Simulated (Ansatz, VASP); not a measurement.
## CaO in VASP and in Ansatz

```
Ca O
1.0
     4.06184    0.00000    0.00000
    -2.03092    3.45715    0.00000
     0.00000    0.00000    4.78484
Ca O
2 2
Direct
  0.33333 0.66667 0.75000
  0.66667 0.33333 0.25000
  0.33333 0.66667 0.25000
  0.66667 0.33333 0.75000
```

Change from the starting cell: strain +0.0175 x Voigt [1, 0, 0, 0, 0, 0], atoms carried along.

Alike in both runs: task single point; functional LDA; k mesh 9 × 9 × 6; occupations gaussian, width 0.05 eV; no spin polarisation.

|  | VASP | Ansatz |
| --- | --- | --- |
| version | VASP 6.6.1 | Ansatz 0.2.0 |
| potentials or method | VASP PAW LDA potentials, release 64 (Ca_sv, O), cutoff 520 eV | scalar-relativistic, plane waves, PAW |
| valence electrons in the cell | 32 | 32 |

|  | VASP | Ansatz | Ansatz less VASP |
| --- | --- | --- | --- |
| gap on the k mesh at the Fermi level (eV) | 2.92 | 2.92 | +0.007 |
| least direct gap on the mesh (eV) | 2.92 | 2.92 | +0.007 |
| pressure (GPa) | -6.4 | -7.0 | -0.59 |
| traceless stress, the component that is largest in VASP (GPa) | -0.66 | -0.61 | +0.051 |
| rms of the force components (eV/Å) | 0.043 | 0.040 | -0.0031 |

LDA's correlation is that of Perdew and Zunger in VASP and of Perdew and Wang (1992) in Ansatz. Atom by atom the forces differ by 0.003 eV/Å (rms over components).
